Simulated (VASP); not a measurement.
# Ge3N4 (P6_3/m) in VASP: single point with r2SCAN

Aim: the single point of Ge3N4 with r2SCAN.

Everything below comes from runs of VASP 6.6.1. Logs are shortened: lines on timing, memory, paths and dates and some standing lists are left out, and cuts for length are marked.

## 1. The cell of the first run

It takes space group P6_3/m (No. 176, hexagonal). Conventional cell: a = 8.044 Å, b = 8.044 Å, c = 3.080 Å, α = 90.00°, β = 90.00°, γ = 120.00°. Ge (site symmetry m) has 4 N at 1.83 to 1.84 Å within 2.4 Å. Within 2.4 Å of N (site symmetry -6) lie 3 Ge at 1.83 Å. Within 2.4 Å of N (site symmetry m) lie 3 Ge at 1.84 Å.

## 2. Single point, r2SCAN

Input file POSCAR:

```
Ge3N4
1.0
    8.0439263457      0.0000000000      0.0000000000
   -4.0219631729      6.9662445615      0.0000000000
    0.0000000000      0.0000000000      3.0800564272
Ge N
6 8
Direct
    0.2349386899      0.8286386337      0.7500000000
    0.4063000562      0.2349386899      0.2500000000
    0.8286386337      0.5936999438      0.2500000000
    0.1713613663      0.4063000562      0.7500000000
    0.5936999438      0.7650613101      0.7500000000
    0.7650613101      0.1713613663      0.2500000000
    0.3333333333      0.6666666667      0.7500000000
    0.6666666667      0.3333333333      0.2500000000
    0.9722062992      0.6693907671      0.7500000000
    0.3028155321      0.9722062992      0.2500000000
    0.6693907671      0.6971844679      0.2500000000
    0.3306092329      0.3028155321      0.7500000000
    0.0277937008      0.3306092329      0.2500000000
    0.6971844679      0.0277937008      0.7500000000
```

Input file INCAR.step1:

```
SYSTEM = Ge3N4
PREC     = Accurate       ! precision mode
ENCUT    = 660            ! plane-wave cutoff, eV
ISMEAR   = -1             ! smearing method
SIGMA    = 0.02           ! smearing width, eV
LREAL    = .False.        ! projectors in reciprocal space
LASPH    = .True.         ! aspherical terms in the spheres
NELM     = 120            ! most SCF steps
NBANDS   = 75             ! bands
GGA      = PE             ! functional
ALGO     = Normal         ! electronic algorithm
EDIFF    = 1E-5           ! SCF threshold, eV
LWAVE    = .True.         ! write WAVECAR
LCHARG   = .False.        ! write CHGCAR
GGA_COMPAT= .False.      
KPAR     = 4
```

Input file INCAR.step2:

```
SYSTEM = Ge3N4
PREC     = Accurate       ! precision mode
ENCUT    = 660            ! plane-wave cutoff, eV
EDIFF    = 1E-6           ! SCF threshold, eV
ISMEAR   = -1             ! smearing method
SIGMA    = 0.02           ! smearing width, eV
LREAL    = .False.        ! projectors in reciprocal space
LASPH    = .True.         ! aspherical terms in the spheres
NELM     = 120            ! most SCF steps
ALGO     = Normal         ! electronic algorithm
ISIF     = 2              ! what is computed and relaxed
LWAVE    = .False.        ! write WAVECAR
LCHARG   = .False.        ! write CHGCAR
METAGGA  = R2SCAN         ! meta-GGA
LMIXTAU  = .True.       
NBANDS   = 75             ! bands
ISTART   = 1            
GGA_COMPAT= .False.      
KPAR     = 4
```

Input file KPOINTS:

```
regular mesh
0
Gamma
  6 6 8
  0 0 0
```

Potentials or basis: VASP PAW PBE potentials, release 64 (Ge_d, N).

Launch:

```bash
> cat potpaw_PBE.64/Ge_d/POTCAR potpaw_PBE.64/N/POTCAR > POTCAR
> cp INCAR.step1 INCAR
> mpirun -np 4 vasp_std > vasp.out
> cp INCAR.step2 INCAR
> mpirun -np 4 vasp_std > vasp.out
```

OUTCAR:

```text
SYSTEM = Ge3N4
   PREC = Accurate
   ENCUT = 660
   EDIFF = 1E-6
   ISMEAR = -1
   LREAL = .False.
   LASPH = .True.
   NELM = 120
   ISIF = 2
   METAGGA = R2SCAN
   ISTART = 1

 ion  position               nearest neighbor table
   1  0.235  0.829  0.750-   7 1.83  10 1.84  10 1.84   9 1.84
   2  0.406  0.235  0.250-   8 1.83  12 1.84  12 1.84  10 1.84
   3  0.829  0.594  0.250-   8 1.83   9 1.84   9 1.84  11 1.84
   4  0.171  0.406  0.750-   7 1.83  13 1.84  13 1.84  12 1.84
   5  0.594  0.765  0.750-   7 1.83  11 1.84  11 1.84  14 1.84
   6  0.765  0.171  0.250-   8 1.83  14 1.84  14 1.84  13 1.84
   7  0.333  0.667  0.750-   1 1.83   4 1.83   5 1.83
   8  0.667  0.333  0.250-   6 1.83   3 1.83   2 1.83
   9  0.972  0.669  0.750-   3 1.84   3 1.84   1 1.84
  10  0.303  0.972  0.250-   1 1.84   1 1.84   2 1.84
  11  0.669  0.697  0.250-   5 1.84   5 1.84   3 1.84
  12  0.331  0.303  0.750-   2 1.84   2 1.84   4 1.84
  13  0.028  0.331  0.250-   4 1.84   4 1.84   6 1.84
  14  0.697  0.028  0.750-   6 1.84   6 1.84   5 1.84

  LATTYP: Found a hexagonal cell.
 ALAT       =     8.0439263457
 C/A-ratio  =     0.3829046034

  Lattice vectors:

 A1 = (   8.0439263457,   0.0000000000,   0.0000000000)
 A2 = (  -4.0219631729,   6.9662445615,   0.0000000000)
 A3 = (   0.0000000000,   0.0000000000,   3.0800564272)

Analysis of symmetry for initial positions (statically):
=====================================================================
 Subroutine PRICEL returns:
 Original cell was already a primitive cell.

 Routine SETGRP: Setting up the symmetry group for a
 hexagonal supercell.

 Subroutine GETGRP returns: Found 12 space group operations
 (whereof  6 operations were pure point group operations)
 out of a pool of 24 trial point group operations.

The static configuration has the point symmetry S_6 .
 The point group associated with its full space group is C_6h.

Analysis of symmetry for dynamics (positions and initial velocities):
=====================================================================
 Subroutine PRICEL returns:
 Original cell was already a primitive cell.

 Routine SETGRP: Setting up the symmetry group for a
 hexagonal supercell.

 Subroutine GETGRP returns: Found 12 space group operations
 (whereof  6 operations were pure point group operations)
 out of a pool of 24 trial point group operations.

The dynamic configuration has the point symmetry S_6 .
 The point group associated with its full space group is C_6h.

 Subroutine INISYM returns: Found 12 space group operations
 (whereof  6 operations are pure point group operations),
 and found     1 'primitive' translations

----------------------------------------------------------------------------------------

                                     Primitive cell

  volume of cell :     172.5939

  direct lattice vectors                    reciprocal lattice vectors
     8.043926346  0.000000000  0.000000000     0.124317399  0.071774684  0.000000000
    -4.021963173  6.966244561  0.000000000     0.000000000  0.143549367  0.000000000
     0.000000000  0.000000000  3.080056427     0.000000000  0.000000000  0.324669377

  length of vectors
     8.043926346  8.043926346  3.080056427     0.143549367  0.143549367  0.324669377

  position of ions in fractional coordinates (direct lattice)
     0.234938690  0.828638634  0.750000000
     0.406300056  0.234938690  0.250000000
     0.828638634  0.593699944  0.250000000
     0.171361366  0.406300056  0.750000000
     0.593699944  0.765061310  0.750000000
     0.765061310  0.171361366  0.250000000
     0.333333333  0.666666667  0.750000000
     0.666666667  0.333333333  0.250000000
     0.972206299  0.669390767  0.750000000
     0.302815532  0.972206299  0.250000000
     0.669390767  0.697184468  0.250000000
     0.330609233  0.302815532  0.750000000
     0.027793701  0.330609233  0.250000000
     0.697184468  0.027793701  0.750000000

  ion indices of the primitive-cell ions
   primitive index   ion index
                 1           1
                 2           2
                 3           3
                 4           4
                 5           5
                 6           6
                 7           7
                 8           8
                 9           9
                10          10
                11          11
                12          12
                13          13
                14          14

----------------------------------------------------------------------------------------

 KPOINTS: regular mesh

Automatic generation of k-mesh.
 Grid dimensions read from file:
 generate k-points for:    6    6    8

 Generating k-lattice:

  Cartesian coordinates                     Fractional coordinates (reciprocal lattice)
     0.020719566  0.011962447  0.000000000     0.166666667  0.000000000  0.000000000
     0.000000000  0.023924895  0.000000000     0.000000000  0.166666667  0.000000000
     0.000000000  0.000000000  0.040583672     0.000000000  0.000000000  0.125000000

  Length of vectors
     0.023924895  0.023924895  0.040583672

  Shift w.r.t. Gamma in fractional coordinates (k-lattice)
     0.000000000  0.000000000  0.000000000

 Subroutine IBZKPT returns following result:
 ===========================================

 Found     40 irreducible k-points:

 Following reciprocal coordinates:
            Coordinates               Weight
  0.000000  0.000000  0.000000      1.000000
  0.166667 -0.000000  0.000000      6.000000
  0.333333 -0.000000  0.000000      6.000000
  0.500000 -0.000000  0.000000      3.000000
  0.166667  0.166667  0.000000      6.000000
  0.333333  0.166667  0.000000      6.000000
[... 16 lines left out ...]
 -0.333333  0.500000 -0.250000     12.000000
  0.333333  0.333333  0.250000      4.000000
 [... further k-points ...]
   k-points           NKPTS =     40   k-points in BZ     NKDIM =     40   number of bands    NBANDS=     75
   number of dos      NEDOS =    301   number of ions     NIONS =     14
   total plane-waves  NPLWV = 137200
   dimension x,y,z NGX =    70 NGY =   70 NGZ =   28
   dimension x,y,z NGXF=   140 NGYF=  140 NGZF=   56
   ions per type =               6   8
   NGX,Y,Z   is equivalent  to a cutoff of  14.47, 14.47, 15.11 a.u.
   NGXF,Y,Z  is equivalent  to a cutoff of  28.93, 28.93, 30.23 a.u.
 SYSTEM =  Ge3N4
   PREC   = accura    normal or accurate (medium, high low for compatibility)
   ISTART =      1    job   : 0-new  1-cont  2-samecut
   ICHARG =      0    charge: 1-file 2-atom 10-const
   ISPIN  =      1    spin polarized calculation?
   LNONCOLLINEAR =      F non collinear calculations
   LSORBIT =      F    spin-orbit coupling
   LASPH  =      T    aspherical Exc in radial PAW
   ENCUT  =  660.0 eV  48.51 Ry    6.96 a.u.  16.85 16.85  6.45*2*pi/ulx,y,z
   NELM   =    120;   NELMIN=  2; NELMDL=  0     # of ELM steps
   EDIFF  = 0.1E-05   stopping-criterion for ELM
   LREAL  =      F    real-space projection
[... 7 lines left out ...]
   TEBEG  =    0.0;   TEEND  =   0.0 temperature during run
   PSTRESS=    0.0 pullay stress
   NELECT =     124.0000    total number of electrons
   NUPDOWN=      -1.0000    fix difference up-down
   EMIN   =  10.00;   EMAX   =-10.00  energy-range for DOS
   EFERMI =   0.00;   METHOD = LEGACY
   ISMEAR =    -1;   SIGMA  =   0.02  broadening in eV -4-tet -1-fermi 0-gaus
   EFERMI_NEDOS =   21; number of points for ismear=-14 and -15
   IALGO  =     38    algorithm
   IMIX   =      4    mixing-type and parameters
     AMIX     =   0.40;   BMIX     =  1.00
     AMIX_MAG =   1.60;   BMIX_MAG =  1.00
  volume/ion in A,a.u.               =      12.33        83.19
  Fermi-wavevector in a.u.,A,eV,Ry     =   1.466246  2.770804 29.250865  2.149878
  Thomas-Fermi vector in A             =   2.582007
   LORBIT       =      0    0 simple, 1 ext, 2 COOP (PROOUT), +10 PAW based schemes
   METAGGA = R2SCAN    functional components
   LHFCALC =     F    Hartree Fock is set to
   AEXX    =    0.0000 exact exchange contribution
   IVDW    =     0    specifies the selected vdW correction
   LEPSILON=     F    determine dielectric tensor
   LRPA    =     F    only Hartree local field effects (RPA)
 non-spin polarized calculation
  energy-cutoff  :      660.00
  volume of cell :      172.59
 maximum number of plane-waves:      6678
 NGX is ok and might be reduce to    70
   NGX = 33   NGY = 33   NGZ = 13

 number of electron     123.9999972 magnetization

 Free energy of the ion-electron system (eV)
  ---------------------------------------------------
  ext. energy  EPLUGINS =         0.00000000
  ---------------------------------------------------
  free energy    TOTEN  =      -158.95037504 eV

  energy without entropy =     -158.95037504  energy(sigma->0) =     -158.95037504

 E-fermi :   5.2839     XC(G=0): -11.7721

 val. band max:        4.7981364949   @ k =   0.0000   0.0000   0.0000
 cond. band min:       7.4380499616   @ k =   0.0000   0.0000   0.0000
 fundamental gap:      2.6399134667
 Fermi energy:         5.2839273821

 k-point     1 :       0.0000    0.0000    0.0000
  band No.  band energies     occupation
      1     -20.3391      2.00000
      2     -20.3087      2.00000
      3     -20.3081      2.00000
      4     -20.3081      2.00000
      5     -20.2591      2.00000
      6     -20.2580      2.00000
[... 66 lines left out ...]
     73      13.1676      0.00000
     74      13.7856      0.00000
[... 1769 lines left out ...]
     73      12.9529      0.00000
     74      12.9529      0.00000

 [... further k-points ...]

 [bands above 74 left out]

------------------------ aborting loop because EDIFF is reached ----------------------------------------

  FORCE on cell =-STRESS in cart. coord.  units (eV):
  Direction    XX          YY          ZZ          XY          YZ          ZX
  --------------------------------------------------------------------------------------
  -------------------------------------------------------------------------------------
  Total        0.6799212      0.6799212      0.7427335     -0.0000211     -0.0000000      0.0000000
  in kB        6.3116618      6.3116618      6.8947439     -0.0001960     -0.0000000      0.0000000
  external PRESSURE =       6.5060225 kB  Pullay stress =       0.0000000 kB

 VOLUME and BASIS-vectors are now :
 -----------------------------------------------------------------------------
  energy-cutoff  :      660.00
  volume of cell :      172.59
      direct lattice vectors                 reciprocal lattice vectors
     8.043926346  0.000000000  0.000000000     0.124317399  0.071774684  0.000000000
    -4.021963173  6.966244561  0.000000000     0.000000000  0.143549367  0.000000000
     0.000000000  0.000000000  3.080056427     0.000000000  0.000000000  0.324669377

 POSITION                                       TOTAL-FORCE (eV/Angst)
 -----------------------------------------------------------------------------------
     -1.44292      5.77250      2.31004         0.006864      0.003541     -0.000000
      2.32333      1.63664      0.77001         0.000365      0.007715     -0.000000
      4.27767      4.13586      0.77001         0.006499     -0.004174     -0.000000
     -0.25571      2.83039      2.31004        -0.006499      0.004174     -0.000000
      1.69863      5.32960      2.31004        -0.000365     -0.007715     -0.000000
      5.46489      1.19375      0.77001        -0.006864     -0.003541     -0.000000
     -0.00000      4.64416      2.31004        -0.000000     -0.000000      0.000000
      4.02196      2.32208      0.77001        -0.000000     -0.000000      0.000000
      5.12809      4.66314      2.31004         0.006592      0.002603     -0.000000
     -1.47435      6.77263      0.77001         0.001042      0.007010     -0.000000
      2.58048      4.85676      0.77001         0.005550     -0.004407     -0.000000
      1.44148      2.10949      2.31004        -0.005550      0.004407     -0.000000
     -1.10613      2.30310      0.77001        -0.006592     -0.002603      0.000000
      5.49632      0.19362      2.31004        -0.001042     -0.007010     -0.000000
 -----------------------------------------------------------------------------------
    total drift:                                0.000000      0.000000     -0.000000

  FREE ENERGIE OF THE ION-ELECTRON SYSTEM (eV)
  ---------------------------------------------------
  free  energy   TOTEN  =      -158.9503750367 eV

  energy  without entropy=     -158.9503750367  energy(sigma->0) =     -158.95037504
```

It took 11 min on 4 MPI ranks of Intel Xeon Platinum 8488C (Sapphire Rapids), shared host; peak memory 0.73 GiB.

What came out:

| Quantity | Value |
| --- | --- |
| Free energy | -158.9504 eV |
| Pressure | 0.7 GPa |
| Largest force | 0.008 eV/Å |
| Band gap on the k mesh | 2.64 eV |

Forces in eV/Å, atoms in the order of the input:
```
Ge   0.007  0.004  0.000
Ge   0.000  0.008  0.000
Ge   0.006 -0.004  0.000
Ge  -0.006  0.004  0.000
Ge   0.000 -0.008  0.000
Ge  -0.007 -0.004  0.000
N    0.000  0.000  0.000
N    0.000  0.000  0.000
N    0.007  0.003  0.000
N    0.001  0.007  0.000
N    0.006 -0.004  0.000
N   -0.006  0.004  0.000
N   -0.007 -0.003  0.000
N   -0.001 -0.007  0.000
```

Levels at points of the mesh, in eV from the valence-band top:
| k point | band 60 | band 61 | band 62 | band 63 | band 64 | band 65 |
| --- | --- | --- | --- | --- | --- | --- |
| (0.00, 0.00, 0.00) | -0.48 | -0.23 | 0.00 | 2.64 | 4.04 | 4.04 |
| (0.50, 0.00, 0.00) | -0.53 | -0.11 | -0.05 | 3.76 | 4.02 | 4.42 |
| (0.00, 0.00, 0.50) | -1.26 | -1.25 | -1.25 | 4.90 | 4.90 | 4.90 |
| (0.50, 0.00, 0.50) | -1.18 | -0.92 | -0.92 | 4.45 | 4.45 | 5.62 |

Caveat: the PAW data sets were made with another functional, which shifts forces and pressure a little.
